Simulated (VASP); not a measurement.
# SnTe (F-43m) in VASP: single point with BLYP

Aim: the single point of SnTe with BLYP.

All numbers are computed with VASP 6.6.1; they aren't measurements. Logs are shortened: lines on timing, memory, paths and dates and some standing lists are left out, and cuts for length are marked.

### Step 1. The cell of the first run

The structure is cubic, space group F-43m (No. 216). Conventional cell: a = 7.222 Å, b = 7.222 Å, c = 7.222 Å, α = 90.00°, β = 90.00°, γ = 90.00°. Within 4.1 Å of Sn (site symmetry -43m) lie 4 Te at 3.13 Å. Within 4.1 Å of Te (site symmetry -43m) lie 4 Sn at 3.13 Å.

### Step 2. Single point, BLYP

INCAR reads:

```
AGGAC = 1.0
AGGAX = 1.0
ALDAC = 0.0
ALDAX = 1.0
ALGO = Normal
EDIFF = 1E-6
ENCUT = 500
GGA = B5
GGA_COMPAT = False
ISIF = 2
ISMEAR = 0
LASPH = True
LCHARG = False
LREAL = False
LWAVE = False
NBANDS = 17
NELM = 120
PREC = Accurate
SIGMA = 0.01
```

KPOINTS reads:

```
k-points
0
Gamma
  5 5 5
```

POSCAR reads:

```
SnTe
1.0
    0.0000000000      3.6111460000      3.6111460000
    3.6111460000      0.0000000000      3.6111460000
    3.6111460000      3.6111460000      0.0000000000
Sn Te
1 1
Direct
    0.0000000000      0.0000000000      0.0000000000
    0.7500000000      0.7500000000      0.7500000000
```

Potentials or basis: VASP PAW PBE potentials, release 64 (Sn_d, Te).

Command:

```sh
$ cat potpaw_PBE.64/Sn_d/POTCAR potpaw_PBE.64/Te/POTCAR > POTCAR
$ mpirun -np 1 vasp_std > vasp.out
```

OUTCAR:

```text
EDIFF = 1E-6
   ENCUT = 500
   GGA = B5
   ISIF = 2
   ISMEAR = 0
   LASPH = True
   LREAL = False
   NELM = 120
   PREC = Accurate

 ion  position               nearest neighbor table
   1  0.000  0.000  0.000-   2 3.13   2 3.13   2 3.13   2 3.13
   2  0.750  0.750  0.750-   1 3.13   1 3.13   1 3.13   1 3.13

  LATTYP: Found a face centered cubic cell.
 ALAT       =     7.2222920000

  Lattice vectors:

 A1 = (   0.0000000000,   3.6111460000,   3.6111460000)
 A2 = (   3.6111460000,   0.0000000000,   3.6111460000)
 A3 = (   3.6111460000,   3.6111460000,   0.0000000000)

Analysis of symmetry for initial positions (statically):
=====================================================================
 Subroutine PRICEL returns:
 Original cell was already a primitive cell.

 Routine SETGRP: Setting up the symmetry group for a
 face centered cubic supercell.

 Subroutine GETGRP returns: Found 24 space group operations
 (whereof 24 operations were pure point group operations)
 out of a pool of 48 trial point group operations.

The static configuration has the point symmetry T_d .

Analysis of symmetry for dynamics (positions and initial velocities):
=====================================================================
 Subroutine PRICEL returns:
 Original cell was already a primitive cell.

 Routine SETGRP: Setting up the symmetry group for a
 face centered cubic supercell.

 Subroutine GETGRP returns: Found 24 space group operations
 (whereof 24 operations were pure point group operations)
 out of a pool of 48 trial point group operations.

The dynamic configuration has the point symmetry T_d .

 Subroutine INISYM returns: Found 24 space group operations
 (whereof 24 operations are pure point group operations),
 and found     1 'primitive' translations

----------------------------------------------------------------------------------------

                                     Primitive cell

  volume of cell :      94.1814

  direct lattice vectors                    reciprocal lattice vectors
     0.000000000  3.611146000  3.611146000    -0.138460201  0.138460201  0.138460201
     3.611146000  0.000000000  3.611146000     0.138460201 -0.138460201  0.138460201
     3.611146000  3.611146000  0.000000000     0.138460201  0.138460201 -0.138460201

  length of vectors
     5.106931649  5.106931649  5.106931649     0.239820102  0.239820102  0.239820102

  position of ions in fractional coordinates (direct lattice)
     0.000000000  0.000000000  0.000000000
     0.750000000  0.750000000  0.750000000

  ion indices of the primitive-cell ions
   primitive index   ion index
                 1           1
                 2           2

----------------------------------------------------------------------------------------

 KPOINTS: k-points

Automatic generation of k-mesh.
 Grid dimensions read from file:
 generate k-points for:    5    5    5

 Generating k-lattice:

  Cartesian coordinates                     Fractional coordinates (reciprocal lattice)
    -0.027692040  0.027692040  0.027692040     0.200000000  0.000000000  0.000000000
     0.027692040 -0.027692040  0.027692040     0.000000000  0.200000000  0.000000000
     0.027692040  0.027692040 -0.027692040     0.000000000  0.000000000  0.200000000

  Length of vectors
     0.047964020  0.047964020  0.047964020

  Shift w.r.t. Gamma in fractional coordinates (k-lattice)
     0.000000000  0.000000000  0.000000000

 Subroutine IBZKPT returns following result:
 ===========================================

 Found     10 irreducible k-points:

 Following reciprocal coordinates:
            Coordinates               Weight
  0.000000  0.000000  0.000000      1.000000
  0.200000  0.000000  0.000000      8.000000
  0.400000  0.000000  0.000000      8.000000
  0.200000  0.200000  0.000000      6.000000
  0.400000  0.200000  0.000000     24.000000
 -0.400000  0.200000  0.000000     24.000000
 -0.200000  0.200000  0.000000     12.000000
  0.400000  0.400000  0.000000      6.000000
 -0.400000  0.400000  0.000000     12.000000
 -0.400000  0.400000  0.200000     24.000000
   k-points           NKPTS =     10   k-points in BZ     NKDIM =     10   number of bands    NBANDS=     17
   number of dos      NEDOS =    301   number of ions     NIONS =      2
   total plane-waves  NPLWV =  64000
   dimension x,y,z NGX =    40 NGY =   40 NGZ =   40
   dimension x,y,z NGXF=    80 NGYF=   80 NGZF=   80
   ions per type =               1   1
   NGX,Y,Z   is equivalent  to a cutoff of  13.02, 13.02, 13.02 a.u.
   NGXF,Y,Z  is equivalent  to a cutoff of  26.04, 26.04, 26.04 a.u.
 SYSTEM =  unknown system
   PREC   = accura    normal or accurate (medium, high low for compatibility)
   ISTART =      0    job   : 0-new  1-cont  2-samecut
   ICHARG =      2    charge: 1-file 2-atom 10-const
   ISPIN  =      1    spin polarized calculation?
   LNONCOLLINEAR =      F non collinear calculations
   LSORBIT =      F    spin-orbit coupling
   LASPH  =      T    aspherical Exc in radial PAW
   ENCUT  =  500.0 eV  36.75 Ry    6.06 a.u.   9.31  9.31  9.31*2*pi/ulx,y,z
   NELM   =    120;   NELMIN=  2; NELMDL= -5     # of ELM steps
   EDIFF  = 0.1E-05   stopping-criterion for ELM
   LREAL  =      F    real-space projection
   EDIFFG = 0.1E-04   stopping-criterion for IOM
   NSW    =      0    number of steps for IOM
   IBRION =     -1    ionic relax: 0-MD 1-quasi-New 2-CG
   NFREE  =      0    steps in history (QN), initial steepest desc. (CG)
   ISIF   =      2    stress and relaxation
   ISYM   =      2    0-nonsym 1-usesym 2-fastsym
   POTIM  = 0.5000    time-step for ionic-motion
   TEBEG  =    0.0;   TEEND  =   0.0 temperature during run
   PSTRESS=    0.0 pullay stress
   NELECT =      20.0000    total number of electrons
   NUPDOWN=      -1.0000    fix difference up-down
   EMIN   =  10.00;   EMAX   =-10.00  energy-range for DOS
   EFERMI =   0.00;   METHOD = LEGACY
   ISMEAR =     0;   SIGMA  =   0.01  broadening in eV -4-tet -1-fermi 0-gaus
   EFERMI_NEDOS =   21; number of points for ismear=-14 and -15
   IALGO  =     38    algorithm
   IMIX   =      4    mixing-type and parameters
     AMIX     =   0.40;   BMIX     =  1.00
     AMIX_MAG =   1.60;   BMIX_MAG =  1.00
  volume/ion in A,a.u.               =      47.09       317.78
  Fermi-wavevector in a.u.,A,eV,Ry     =   0.976704  1.845704 12.979296  0.953951
  Thomas-Fermi vector in A             =   2.107344
   LORBIT       =      0    0 simple, 1 ext, 2 COOP (PROOUT), +10 PAW based schemes
   GGA     = B5    functional components
   LHFCALC =     F    Hartree Fock is set to
   AEXX    =    0.0000 exact exchange contribution
   IVDW    =     0    specifies the selected vdW correction
   LEPSILON=     F    determine dielectric tensor
   LRPA    =     F    only Hartree local field effects (RPA)
 non-spin polarized calculation
 Gauss-broadening in eV      SIGMA  =   0.01
  energy-cutoff  :      500.00
  volume of cell :       94.18
 maximum number of plane-waves:      2421
 NGX is ok and might be reduce to    40
   NGX = 19   NGY = 19   NGZ = 19

 number of electron      19.9999999 magnetization

 Free energy of the ion-electron system (eV)
  ---------------------------------------------------
  ext. energy  EPLUGINS =         0.00000000
  ---------------------------------------------------
  free energy    TOTEN  =        -6.10430284 eV

  energy without entropy =       -6.10430284  energy(sigma->0) =       -6.10430284

 E-fermi :   3.3396     XC(G=0):  -6.9720

 val. band max:        3.2829551658   @ k =  -0.4000   0.4000   0.2000
 cond. band min:       3.7369881746   @ k =   0.4000   0.4000   0.0000
 fundamental gap:      0.4540330088
 Fermi energy:         3.3396124773

 k-point     1 :       0.0000    0.0000    0.0000
  band No.  band energies     occupation
      1     -18.2093      2.00000
      2     -18.2093      2.00000
      3     -18.2093      2.00000
      4     -18.1981      2.00000
      5     -18.1981      2.00000
      6      -7.9765      2.00000
[... 9 lines left out ...]
     16      10.0971      0.00000
     17      11.2481      0.00000

 k-point     2 :       0.2000    0.0000    0.0000
  band No.  band energies     occupation
      1     -18.2098      2.00000
      2     -18.2088      2.00000
      3     -18.2088      2.00000
      4     -18.1981      2.00000
      5     -18.1981      2.00000
      6      -7.8157      2.00000
[... 9 lines left out ...]
     16       9.5410      0.00000
     17      10.7847      0.00000

 k-point     3 :       0.4000    0.0000    0.0000
  band No.  band energies     occupation
      1     -18.2105      2.00000
      2     -18.2081      2.00000
      3     -18.2081      2.00000
      4     -18.1980      2.00000
      5     -18.1980      2.00000
      6      -7.5016      2.00000
[... 9 lines left out ...]
     16      10.0778      0.00000
     17      10.6621      0.00000

 k-point     4 :       0.2000    0.2000    0.0000
  band No.  band energies     occupation
      1     -18.2105      2.00000
      2     -18.2084      2.00000
      3     -18.2084      2.00000
      4     -18.1984      2.00000
      5     -18.1978      2.00000
      6      -7.7596      2.00000
[... 9 lines left out ...]
     16      10.4848      0.00000
     17      12.0542      0.00000

 k-point     5 :       0.4000    0.2000    0.0000
  band No.  band energies     occupation
      1     -18.2111      2.00000
      2     -18.2078      2.00000
      3     -18.2076      2.00000
      4     -18.1984      2.00000
      5     -18.1977      2.00000
      6      -7.4820      2.00000
[... 9 lines left out ...]
     16      10.8300      0.00000
     17      11.6478      0.00000

 k-point     6 :      -0.4000    0.2000    0.0000
  band No.  band energies     occupation
      1     -18.2110      2.00000
      2     -18.2077      2.00000
      3     -18.2076      2.00000
      4     -18.1981      2.00000
      5     -18.1979      2.00000
      6      -7.3547      2.00000
[... 9 lines left out ...]
     16      10.4140      0.00000
     17      11.3400      0.00000

 k-point     7 :      -0.2000    0.2000    0.0000
  band No.  band energies     occupation
      1     -18.2104      2.00000
      2     -18.2083      2.00000
      3     -18.2081      2.00000
      4     -18.1982      2.00000
      5     -18.1979      2.00000
      6      -7.5933      2.00000
[... 9 lines left out ...]
     16       9.9691      0.00000
     17      11.9780      0.00000

 k-point     8 :       0.4000    0.4000    0.0000
  band No.  band energies     occupation
      1     -18.2124      2.00000
      2     -18.2068      2.00000
      3     -18.2068      2.00000
      4     -18.1988      2.00000
      5     -18.1974      2.00000
      6      -7.3141      2.00000
[... 9 lines left out ...]
     16      11.5981      0.00000
     17      12.3129      0.00000

 k-point     9 :      -0.4000    0.4000    0.0000
  band No.  band energies     occupation
      1     -18.2121      2.00000
      2     -18.2069      2.00000
      3     -18.2068      2.00000
      4     -18.1986      2.00000
      5     -18.1975      2.00000
      6      -7.2258      2.00000
[... 9 lines left out ...]
     16      10.6304      0.00000
     17      12.9096      0.00000

 k-point    10 :      -0.4000    0.4000    0.2000
  band No.  band energies     occupation
      1     -18.2115      2.00000
      2     -18.2076      2.00000
      3     -18.2068      2.00000
      4     -18.1984      2.00000
      5     -18.1977      2.00000
      6      -7.2780      2.00000
[... 9 lines left out ...]
     16      11.1903      0.00000
     17      12.2755      0.00000

------------------------ aborting loop because EDIFF is reached ----------------------------------------

  FORCE on cell =-STRESS in cart. coord.  units (eV):
  Direction    XX          YY          ZZ          XY          YZ          ZX
  --------------------------------------------------------------------------------------
  -------------------------------------------------------------------------------------
  Total        0.9595151      0.9595151      0.9595151     -0.0000000     -0.0000000      0.0000000
  in kB       16.3228980     16.3228980     16.3228980     -0.0000000     -0.0000000      0.0000000
  external PRESSURE =      16.3228980 kB  Pullay stress =       0.0000000 kB

 VOLUME and BASIS-vectors are now :
 -----------------------------------------------------------------------------
  energy-cutoff  :      500.00
  volume of cell :       94.18
      direct lattice vectors                 reciprocal lattice vectors
     0.000000000  3.611146000  3.611146000    -0.138460201  0.138460201  0.138460201
     3.611146000  0.000000000  3.611146000     0.138460201 -0.138460201  0.138460201
     3.611146000  3.611146000  0.000000000     0.138460201  0.138460201 -0.138460201

 POSITION                                       TOTAL-FORCE (eV/Angst)
 -----------------------------------------------------------------------------------
      0.00000      0.00000      0.00000         0.000000      0.000000      0.000000
      5.41672      5.41672      5.41672        -0.000000     -0.000000     -0.000000
 -----------------------------------------------------------------------------------
    total drift:                                0.000000      0.000000      0.000000

  FREE ENERGIE OF THE ION-ELECTRON SYSTEM (eV)
  ---------------------------------------------------
  free  energy   TOTEN  =        -6.1043028372 eV

  energy  without entropy=       -6.1043028372  energy(sigma->0) =       -6.10430284
```

It took 57 s on 1 thread of Intel Xeon 8259CL, shared host; peak memory 0.24 GiB.

What came out:

```yaml
Free_energy: -6.1043 eV
Pressure: 1.6 GPa
Band_gap_on_the_k_mesh: 0.45 eV (least direct gap 0.87 eV)
```

Levels at points of the mesh, in eV from the valence-band top:
```
           k point  band 6  band 7  band 8  band 9  band 10  band 11  band 12  band 13  band 14  band 15
(0.00, 0.00, 0.00)  -11.26   -5.02   -1.63   -1.63    -1.63     1.26     1.26     1.26     4.54     6.81
```

Caveat: the PAW data sets were made with another functional, which shifts forces and pressure a little; spin-orbit coupling is left out, which moves the levels of the heavy elements; an odd mesh through Γ misses points on the zone boundary, where band edges can lie.
